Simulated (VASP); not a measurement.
# Tc (P6_3/mmc) in VASP: a series of runs, part 2 of 2

VASP 6.6.1.

## (4) Relaxation of cell and atoms, PBEsol, target pressure 2 GPa, at which the enthalpy is minimised

This run uses another cell than the first one, of 14.25 Å³/atom.

INCAR

```
PREC = Accurate ; ENCUT = 600
EDIFF = 1E-6 ; ISMEAR = -1
SIGMA = 0.05 ; LREAL = False
LASPH = True ; NELM = 100
ALGO = Normal ; ISIF = 3
LWAVE = False ; LCHARG = False
GGA = PS ; IBRION = 2
NSW = 60 ; EDIFFG = -0.01
PSTRESS = 20.0
```

KPOINTS

```
Automatic mesh
0
Gamma
  11 11 3
```

POSCAR

```
Tc
1.0
    2.7393552909      0.0000000000      0.0000000000
   -1.3696776454      2.3723512719      0.0000000000
    0.0000000000      0.0000000000      8.7696844400
Tc
4
Direct
    0.6666666667      0.3333333333      0.7500000000
    0.0000000000      0.0000000000      0.5000000000
    0.3333333333      0.6666666667      0.2500000000
    0.0000000000      0.0000000000      0.0000000000
```

Potentials or basis: VASP PAW PBE potentials, release 64 (Tc_pv).

Command:

```console
$ cat potpaw_PBE.64/Tc_pv/POTCAR > POTCAR
$ mpirun -np 1 vasp_std > vasp.out
```

OUTCAR:

```text
PREC = Accurate
   ENCUT = 600
   EDIFF = 1E-6
   ISMEAR = -1
   LREAL = False
   LASPH = True
   NELM = 100
   ISIF = 3
   GGA = PS
   IBRION = 2
   NSW = 60
   EDIFFG = -0.01
   PSTRESS = 20.0

 ion  position               nearest neighbor table
   1  0.667  0.333  0.750-   2 2.70   4 2.70   2 2.70   4 2.70   2 2.70   4 2.70
   2  0.000  0.000  0.500-   1 2.70   3 2.70   3 2.70   1 2.70   1 2.70   3 2.70
   3  0.333  0.667  0.250-   2 2.70   4 2.70   2 2.70   4 2.70   2 2.70   4 2.70
   4  0.000  0.000  0.000-   1 2.70   3 2.70   3 2.70   1 2.70   1 2.70   3 2.70

  LATTYP: Found a hexagonal cell.
 ALAT       =     2.7393552909
 C/A-ratio  =     3.2013680259

  Lattice vectors:

 A1 = (   2.7393552909,   0.0000000000,   0.0000000000)
 A2 = (  -1.3696776454,   2.3723512719,   0.0000000000)
 A3 = (   0.0000000000,   0.0000000000,   8.7696844400)

Analysis of symmetry for initial positions (statically):
=====================================================================
 Subroutine PRICEL returns:
 Original cell was already a primitive cell.

 Routine SETGRP: Setting up the symmetry group for a
 hexagonal supercell.

 Subroutine GETGRP returns: Found 24 space group operations
 (whereof 12 operations were pure point group operations)
 out of a pool of 24 trial point group operations.

The static configuration has the point symmetry D_3d.
 The point group associated with its full space group is D_6h.

Analysis of symmetry for dynamics (positions and initial velocities):
=====================================================================
 Subroutine PRICEL returns:
 Original cell was already a primitive cell.

 Routine SETGRP: Setting up the symmetry group for a
 hexagonal supercell.

 Subroutine GETGRP returns: Found 24 space group operations
 (whereof 12 operations were pure point group operations)
 out of a pool of 24 trial point group operations.

The dynamic configuration has the point symmetry D_3d.
[... 141 lines left out ...]
   NGX = 11   NGY = 11   NGZ = 35

--------------------------------------- Ionic step        1  -------------------------------------------

 number of electron      52.0000010 magnetization

 Free energy of the ion-electron system (eV)
  ---------------------------------------------------
  ext. energy  EPLUGINS =         0.00000000
  ---------------------------------------------------
  free energy    TOTEN  =       -45.05289056 eV

  energy without entropy =      -45.02779895  energy(sigma->0) =      -45.04034475

------------------------ aborting loop because EDIFF is reached ----------------------------------------

  FORCE on cell =-STRESS in cart. coord.  units (eV):
  Direction    XX          YY          ZZ          XY          YZ          ZX
  --------------------------------------------------------------------------------------
  -------------------------------------------------------------------------------------
  Total       -2.2668271     -2.2668271     -1.6593038     -0.0000000      0.0000000     -0.0000000
  in kB      -63.7261452    -63.7261452    -46.6471546     -0.0000000      0.0000000     -0.0000000
  external PRESSURE =     -78.0331484 kB  Pullay stress =      20.0000000 kB
[... 103 lines left out ...]
  energy  without entropy=      -45.0457611631  energy(sigma->0) =      -45.05835502

  enthalpy is  TOTEN    =       -44.3761540688 eV   P V=        0.6947948100

[... ionic steps 4 to 8 ...]

--------------------------------------- Ionic step        9  -------------------------------------------

 number of electron      52.0000006 magnetization

------------------------ aborting loop because EDIFF is reached ----------------------------------------
[... 75 lines left out ...]
--------------------------------------- Ionic step       11  -------------------------------------------

 number of electron      52.0000006 magnetization

 Free energy of the ion-electron system (eV)
  ---------------------------------------------------
  ext. energy  EPLUGINS =         0.00000000
  ---------------------------------------------------
  free energy    TOTEN  =       -45.07089973 eV

  energy without entropy =      -45.04594387  energy(sigma->0) =      -45.05842180

 E-fermi :  13.0692     XC(G=0): -14.1141

 val. band max:       13.0617176140   @ k =   0.0909   0.0000   0.0000
 cond. band min:      13.0984736477   @ k =   0.3636  -0.0000   0.0000
 fundamental gap:      0.0367560337
 Fermi energy:        13.0692316554

 k-point     1 :       0.0000    0.0000    0.0000
  band No.  band energies     occupation
      1     -26.4874      2.00000
      2     -25.8309      2.00000
      3     -25.7316      2.00000
      4     -25.2512      2.00000
      5     -25.2512      2.00000
      6     -25.1588      2.00000
[... 805 lines left out ...]
     30      13.9142      0.00000
     31      14.4976      0.00000

 [... further k-points ...]

------------------------ aborting loop because EDIFF is reached ----------------------------------------

  FORCE on cell =-STRESS in cart. coord.  units (eV):
  Direction    XX          YY          ZZ          XY          YZ          ZX
  --------------------------------------------------------------------------------------
  -------------------------------------------------------------------------------------
  Total        0.6856660      0.6856660      0.6950640      0.0000000     -0.0000000      0.0000000
  in kB       19.7513099     19.7513099     20.0220292      0.0000000     -0.0000000      0.0000000
  external PRESSURE =      -0.1584503 kB  Pullay stress =      20.0000000 kB
[... 23 lines left out ...]
  energy  without entropy=      -45.0459438742  energy(sigma->0) =      -45.05842180

  enthalpy is  TOTEN    =       -44.3766004920 eV   P V=        0.6942992411

 reached required accuracy - stopping structural energy minimisation
```

CONTCAR:

```text
Tc
   1.00000000000000
     2.7129608445647513   -0.0000000000000689   -0.0000000000000000
    -1.3564804222329174    2.3494930108550136    0.0000000000000000
     0.0000000000000000   -0.0000000000000000    8.7258871906130988
  Tc
     4
Direct
     0.6666666667000030    0.3333333332999970    0.7500000000000000
     0.0000000000000000    0.0000000000000000    0.5000000000000000
     0.3333333332999970    0.6666666667000030    0.2500000000000000
     0.0000000000000000    0.0000000000000000    0.0000000000000000

  0.00000000E+00  0.00000000E+00  0.00000000E+00
  0.00000000E+00  0.00000000E+00  0.00000000E+00
  0.00000000E+00  0.00000000E+00  0.00000000E+00
  0.00000000E+00  0.00000000E+00  0.00000000E+00
```

It took 10 min on 1 thread of Oxide Virtual Turin-like, shared host; peak memory 0.19 GiB.

What came out:

```yaml
Free_energy: -45.0709 eV
Relaxed_volume: 13.90 Å³/atom
Relaxed_cell: a = 2.713 Å, b = 2.713 Å, c = 8.726 Å, α = 90.00°, β = 90.00°, γ = 120.00°
Space_group_after_relaxing_to_0.1_Å: P6_3/mmc (No. 194)
Energy_change_on_relaxing_the_run_minimises_the_enthalpy: -4.5 meV/atom
Ionic_steps: 11
Pressure_after_relaxing: 2.0 GPa
Band_gap_on_the_k_mesh: zero (bands 26 and 27 overlap by 3.02 eV)
```

The path:
| step | energy change (eV) | largest force (eV/Å) | pressure (GPa) | volume (Å³) |
| --- | --- | --- | --- | --- |
| 1 | 0.0000 | 0.0000 | -5.80 | 56.99 |
| 2 | 0.4146 | 0.0000 | 33.38 | 51.46 |
| 3 | -0.0181 | 0.0000 | 1.80 | 55.66 |
| 4 | -0.0176 | 0.0000 | 1.99 | 55.62 |
| 5 | -0.0173 | 0.0000 | 2.17 | 55.59 |
| 6 | -0.0177 | 0.0000 | 2.12 | 55.60 |
| 7 | -0.0178 | 0.0000 | 2.13 | 55.60 |
| 8 | -0.0178 | 0.0000 | 2.14 | 55.60 |
| 9 | -0.0178 | 0.0000 | 2.14 | 55.60 |
| 10 | -0.0186 | 0.0000 | 1.72 | 55.68 |
| 11 | -0.0180 | 0.0000 | 1.98 | 55.62 |

Final structure:
```xyz
4
Lattice="2.7130 0.0000 0.0000 -1.3565 2.3495 0.0000 0.0000 0.0000 8.7259" Properties=species:S:1:pos:R:3 pbc="T T T"
Tc    1.3565    0.7832    6.5444
Tc    0.0000    0.0000    4.3629
Tc    0.0000    1.5663    2.1815
Tc    0.0000    0.0000    0.0000
```

Levels at points of the mesh, in eV from the Fermi level:
| k point | band 24 | band 25 | band 26 | band 27 | band 28 | band 29 |
| --- | --- | --- | --- | --- | --- | --- |
| (0.00, 0.00, 0.00) | -1.31 | -1.31 | -1.19 | -1.19 | 0.30 | 0.30 |

Caveat: the cell is relaxed towards a set pressure, so the run minimises the enthalpy, not the energy; the PAW data sets were made with another functional, which shifts forces and pressure a little.

## (5) The runs side by side

| task | cell | cutoff (eV) | gap on the mesh (eV) | pressure (GPa) |
| --- | --- | --- | --- | --- |
| single point | a = 2.720, b = 2.720, c = 8.748 Å, angles 90.0, 90.0, 120.0°, 4 atoms | 520 | none | -0.8 |
| single point | a = 2.714, b = 2.714, c = 8.731 Å, angles 90.0, 90.0, 120.0°, 4 atoms | 520 | none | 1.3 |
| relaxation of cell and atoms | relaxed to 2 GPa from a = 2.739, b = 2.739, c = 8.770 Å, angles 90.0, 90.0, 120.0°, 4 atoms | 600 | none | 2.0 |

Alike in all rows: level PBEsol; potentials or basis VASP PAW PBE potentials, release 64 (Tc_pv); no spin polarisation; k mesh 11 × 11 × 3; smearing fermi-dirac 0.05 eV.

Caveats: the PAW data sets were made with another functional, which shifts forces and pressure a little; the cell is relaxed towards a set pressure, so the run minimises the enthalpy, not the energy (at least some runs).

Total energies depend on the potentials used, so only differences within one code and one set of settings carry meaning.

The gap in the log of VASP goes by the Fermi energy; the results here count the filled bands.